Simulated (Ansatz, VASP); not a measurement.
## TeOs in VASP and in Ansatz

```
CELL_PARAMETERS angstrom
0.00000 2.73307 2.73307
2.73307 0.00000 2.73307
2.73307 2.73307 0.00000
ATOMIC_POSITIONS crystal
Os 0.50000 0.50000 0.50000
Te 0.00000 0.00000 0.00000
```

Alike in both runs: task single point; functional PBE; k mesh 10 × 10 × 10; occupations gaussian, width 0.05 eV; collinear spin.

|  | VASP | Ansatz |
| --- | --- | --- |
| version | VASP 6.6.1 | Ansatz 0.2.0 |
| potentials or method | VASP PAW PBE potentials, release 64 (Os, Te), cutoff 520 eV | scalar-relativistic, plane waves, PAW |
| valence electrons in the cell | 14 | 32 |

|  | VASP | Ansatz | Ansatz less VASP |
| --- | --- | --- | --- |
| gap on the k mesh at the Fermi level (eV) | none | none | - |
| pressure (GPa) | 0.0 | 0.0 | +0.02 |
| net moment per atom (μB) | 0.00 | 0.00 | 0.000 |

A gap of «none» marks a metal or a gap that the smearing closes. VASP's potentials hold 14 valence electrons a cell and Ansatz's 32, so a difference there can come from the potentials and not from the codes. Ansatz's warnings: seeded moment not kept.

Neither program's run includes spin-orbit coupling.
